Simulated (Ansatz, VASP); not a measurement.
Li2S: VASP beside Ansatz

The input INCAR:

```
ALGO = Normal
EDIFF = 1E-6
ENCUT = 750
GGA = PE
GGA_COMPAT = False
ISIF = 2
ISMEAR = 0
LASPH = True
LCHARG = False
LREAL = False
LWAVE = False
NBANDS = 13
NELM = 120
PREC = Accurate
SIGMA = 0.02
```

Contents of KPOINTS:

```
k-points
0
Gamma
  8 8 8
```

Contents of POSCAR:

```
Li2S
1.0
    0.0000000000      2.7526544600      2.7526544600
    2.7526544600      0.0000000000      2.7526544600
    2.7526544600      2.7526544600      0.0000000000
Li S
2 1
Direct
    0.2500000000      0.2500000000      0.2500000000
    0.7500000000      0.7500000000      0.7500000000
    0.0000000000      0.0000000000      0.0000000000
```

Input for Ansatz:

```yaml
crystal:
  lattice:
    - [0.0, 2.75265446, 2.75265446]
    - [2.75265446, 0.0, 2.75265446]
    - [2.75265446, 2.75265446, 0.0]
  atoms:
    - { symbol: Li, position: [0.25, 0.25, 0.25] }
    - { symbol: Li, position: [0.75, 0.75, 0.75] }
    - { symbol: S, position: [0.0, 0.0, 0.0] }
basis:
  ecutwfc: 420
kpoints:
  mp_grid: { grid: [8, 8, 8] }
hamiltonian:
  xc: pbe
scf:
  occupations: { method: gaussian, width: 0.02 }
output:
  forces: true
  stress: true
  eigenvalues: true
  populations: true
```

Alike in both runs: task single point; functional PBE; k mesh 8 × 8 × 8; occupations gaussian, width 0.02 eV; no spin polarisation.

|  | VASP | Ansatz |
| --- | --- | --- |
| version | VASP 6.6.1 | Ansatz 0.2.0 |
| potentials or method | VASP PAW PBE potentials, release 64 (Li_sv, S), cutoff 750 eV | scalar-relativistic, plane waves, PAW |
| valence electrons in the cell | 12 | 12 |

```tsv
	VASP	Ansatz	Ansatz less VASP
gap on the k mesh at the Fermi level (eV)	3.30	3.31	+0.002
least direct gap on the mesh (eV)	4.82	4.82	-0.003
pressure (GPa)	5.2	5.4	+0.14
```
